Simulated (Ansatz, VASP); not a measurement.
# Two plane-wave programs on Ti

```
Ti
1.0
    -1.64100    1.64100    1.61638
     1.64100   -1.64100    1.61638
     1.64100    1.64100   -1.61638
Ti
1
Direct
  0.00000 0.00000 0.00000
```

Change from the starting cell: strain +0.000 along x and y, -0.015 along z, atoms carried along.

Alike in both runs: task single point; functional LDA; k mesh 20 × 20 × 20; occupations gaussian, width 0.15 eV; no spin polarisation.

```csv
,VASP,Ansatz
version,VASP 6.6.1,Ansatz 0.2.0
potentials or method,"VASP PAW LDA potentials, release 64 (Ti_sv), cutoff 520 eV","scalar-relativistic, plane waves, PAW"
valence electrons in the cell,12,12
```

Ansatz gave:

```
gap on the k mesh at the Fermi level (eV)                     : none
pressure (GPa)                                                : -9.5
traceless stress, the component that is largest in VASP (GPa) : -0.25
```

Task: Which values does VASP return?

Result: gap on the k mesh at the Fermi level (eV): none; pressure (GPa): -9.6; traceless stress, the component that is largest in VASP (GPa): -0.25.

LDA's correlation is that of Perdew and Zunger in VASP and of Perdew and Wang (1992) in Ansatz. A gap of «none» marks a metal or a gap that the smearing closes.
